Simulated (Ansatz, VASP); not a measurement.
# One calculation of CaLuH, two programs

The input INCAR:

```
PREC = Accurate
ENCUT = 520
EDIFF = 1E-7
ISMEAR = -1
SIGMA = 0.1
LREAL = False
LASPH = True
NELM = 60
ALGO = Normal
ISIF = 2
LWAVE = False
LCHARG = False
GGA = PE
NBANDS = 45
```

Contents of KPOINTS:

```
regular mesh
0
Gamma
  9 9 5
```

The input POSCAR:

```
CaLuH
1.0
    3.7406140000      0.0000000000      0.0000000000
    0.0000000000      3.7406140000      0.0000000000
    0.0000000000      0.0000000000      7.6702950000
Ca H Lu
2 2 2
Direct
    0.0000000000      0.5000000000      0.1400000000
    0.5000000000      0.0000000000      0.8600000000
    0.0000000000      0.0000000000      0.0000000000
    0.5000000000      0.5000000000      0.0000000000
    0.0000000000      0.5000000000      0.6700000000
    0.5000000000      0.0000000000      0.3300000000
```

Input for Ansatz:

```yaml
crystal:
  lattice:
    - [3.740614, 0.0, 0.0]
    - [0.0, 3.740614, 0.0]
    - [0.0, 0.0, 7.670295]
  atoms:
    - { symbol: Ca, position: [0.0, 0.5, 0.14] }
    - { symbol: Ca, position: [0.5, 0.0, 0.86] }
    - { symbol: H, position: [0.0, 0.0, 0.0] }
    - { symbol: H, position: [0.5, 0.5, 0.0] }
    - { symbol: Lu, position: [0.0, 0.5, 0.67] }
    - { symbol: Lu, position: [0.5, 0.0, 0.33] }
  symmetry: { tolerance: 0.0003 }
kpoints:
  mp_grid: { grid: [9, 9, 5], shift: [0, 0, 0] }
  band_path:
    path:
      - [0.0, 0.0, 0.0]
      - [0.0, 0.5, 0.0]
      - [0.5, 0.5, 0.0]
      - [0.0, 0.0, 0.0]
      - [0.0, 0.0, 0.5]
      - [0.0, 0.5, 0.5]
      - [0.5, 0.5, 0.5]
      - [0.0, 0.0, 0.5]
      - [0.0, 0.5, 0.0]
      - [0.0, 0.5, 0.5]
      - [0.5, 0.5, 0.0]
    npoints: 6
magnetization:
  spin_polarized: false
scf:
  occupations: { method: fermi_dirac }
  lower_state_search: "off"
  max_iter: 200
hamiltonian:
  pseudopotentials: { kind: paw }
  xc: pbe
basis:
  ecutwfc: 420
  fft_grid_basis: typed
output:
  forces: true
  stress: true
  eigenvalues: true
  bader: true
  populations: true
  elf: true
  write_potential: true
  volumetric_format: npy
  dos:
    e_range: [-12, 8]
    de: 0.05
    projected: { site_lists: { Ca: [Ca], H: [H], Lu: [Lu] } }
checkpoint:
  read: saved_state
```

Alike in both runs: task single point; functional PBE; k mesh 9 × 9 × 5; no spin polarisation.

```csv
,VASP,Ansatz
version,VASP 6.6.1,Ansatz 0.2.0
potentials or method,"VASP PAW PBE potentials, release 64 (Ca_sv, H, Lu), cutoff 520 eV",PAW plane waves
occupations,"fermi-dirac, width 0.1 eV",fermi-dirac
valence electrons in the cell,72,72
```

Ansatz gave:

```
pressure (GPa)                                                : 12.7
traceless stress, the component that is largest in VASP (GPa) : -4.15
rms of the force components (eV/Å)                            : 0.995
```

Q: What did VASP give for the same quantities?

A: Pressure (GPa): 12.9; traceless stress, the component that is largest in VASP (GPa): -4.20; rms of the force components (eV/Å): 0.997.

Atom by atom the forces differ by 0.005 eV/Å (rms over components).

Neither program's run includes spin-orbit coupling.
